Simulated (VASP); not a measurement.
Input of a VASP 6.6.1 run:

The input INCAR:

```
PREC = Accurate ; ENCUT = 600
EDIFF = 1E-6 ; ISMEAR = 0
SIGMA = 0.01 ; LREAL = F
LASPH = T ; NELM = 120
ALGO = Normal ; ISIF = 2
LWAVE = F ; LCHARG = T
GGA = PE ; LELF = T
LVHAR = T ; NBANDS = 15
GGA_COMPAT = F
```

Contents of KPOINTS:

```
Automatic mesh
0
Gamma
  6 6 6
```

The input POSCAR:

```
MgI2
1.0
    0.0000000000      3.7557205864      3.7557205864
    3.7557205864      0.0000000000      3.7557205864
    3.7557205864      3.7557205864      0.0000000000
Mg I
1 2
Direct
    0.0000000000      0.0000000000      0.0000000000
    0.2500000000      0.2500000000      0.2500000000
    0.7500000000      0.7500000000      0.7500000000
```

Potentials or basis: VASP PAW PBE potentials, release 64 (Mg, I).

The run is started by

```sh
$ cat potpaw_PBE.64/Mg/POTCAR potpaw_PBE.64/I/POTCAR > POTCAR
$ mpirun -np 1 vasp_std > vasp.out
```

Question: Predict the pressure.

Answer: 0.2 GPa.

Question: Predict the band gap on the k mesh.

Answer: 0.58 eV (least direct gap 1.06 eV).

Caveat: spin-orbit coupling is left out, which moves the levels of the heavy elements. A k mesh can miss the band edges.
